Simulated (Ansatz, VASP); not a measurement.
## AlNi: VASP beside Ansatz

INCAR

```
SYSTEM = AlNi
PREC = Accurate
ENCUT = 520
EDIFF = 1E-6
ISMEAR = 0
SIGMA = 0.15
LREAL = .FALSE.
LASPH = .TRUE.
NELM = 100
ALGO = Normal
ISIF = 2
LWAVE = .FALSE.
LCHARG = .FALSE.
GGA = PS
NBANDS = 14
```

File KPOINTS:

```
Automatic mesh
0
G
  16 16 16
  0 0 0
```

POSCAR

```
AlNi
1.0
    2.7902777901      0.0000000000      0.0000000000
    0.0000000000      2.7902777901      0.0000000000
    0.0000000000      0.0000000000      2.7902777901
Al Ni
1 1
Direct
    0.0000000000      0.0000000000      0.0000000000
    0.5000000000      0.5000000000      0.5000000000
```

Input for Ansatz:

```yaml
crystal:
  lattice:
    - [2.7902777901, 0.0, 0.0]
    - [0.0, 2.7902777901, 0.0]
    - [0.0, 0.0, 2.7902777901]
  atoms:
    - { symbol: Al, position: [0.0, 0.0, 0.0] }
    - { symbol: Ni, position: [0.5, 0.5, 0.5] }
basis:
  ecutwfc: 520.0
kpoints:
  mp_grid: { grid: [16, 16, 16] }
hamiltonian:
  xc: pbesol
  pseudopotentials: { kind: paw, azcp: { folder: soft_1 } }
scf:
  occupations: { method: gaussian, width: 0.15 }
output:
  forces: true
  stress: true
  eigenvalues: true
```

Change from the starting cell: mode 6 frozen in at +0.000 Å, equal normal strain along x, y and z -0.0250.

Alike in both runs: task single point; functional PBEsol; k mesh 16 × 16 × 16; occupations gaussian, width 0.15 eV; no spin polarisation.

|  | VASP | Ansatz |
| --- | --- | --- |
| version | VASP 6.6.1 | Ansatz 0.2.0 |
| potentials or method | VASP PAW PBE potentials, release 64 (Al, Ni), cutoff 520 eV | scalar-relativistic, plane waves, PAW |
| valence electrons in the cell | 13 | 21 |

Ansatz gave:

* gap on the k mesh at the Fermi level (eV): none
* pressure (GPa): 15.5

**Question.** What did VASP give for the same quantities?

**Answer.** gap on the k mesh at the Fermi level (eV): none; pressure (GPa): 15.7.

VASP's potentials were made for PBE, not for PBEsol, and Ansatz warns of the same on its side. A gap of «none» marks a metal or a gap that the smearing closes. The functional is the same, so the differences come from potentials, cutoffs and numerics. VASP's potentials hold 13 valence electrons a cell and Ansatz's 21, so a difference there can come from the potentials and not from the codes.
